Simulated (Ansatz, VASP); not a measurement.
**Br: VASP beside Ansatz**

```xyz
1
Lattice="3.1054 0.0000 0.0000 0.0000 3.1054 0.0000 0.0000 0.0000 3.1054" Properties=species:S:1:pos:R:3 pbc="T T T"
Br    0.0000    0.0000    0.0000
```

Alike in both runs: functional PBE; k mesh 12 × 12 × 12; occupations fermi-dirac, width 0.1 eV; no spin polarisation.

Ansatz relaxed the structure, and its values are those at the end. VASP's run is a single point on that final structure, the one shown.

```csv
,VASP,Ansatz
version,VASP 6.6.1,Ansatz 0.2.0
potentials or method,"VASP PAW PBE potentials, release 64 (Br)","PAW with Ansatz's default frozen-core files, scalar-relativistic"
plane-wave cutoff (eV),500,420
valence electrons in the cell,7,7
```

```csv
,VASP,Ansatz,Ansatz less VASP
pressure (GPa),0.0,0.0,0.00
```

The functional is the same, so the differences come from potentials, cutoffs and numerics.
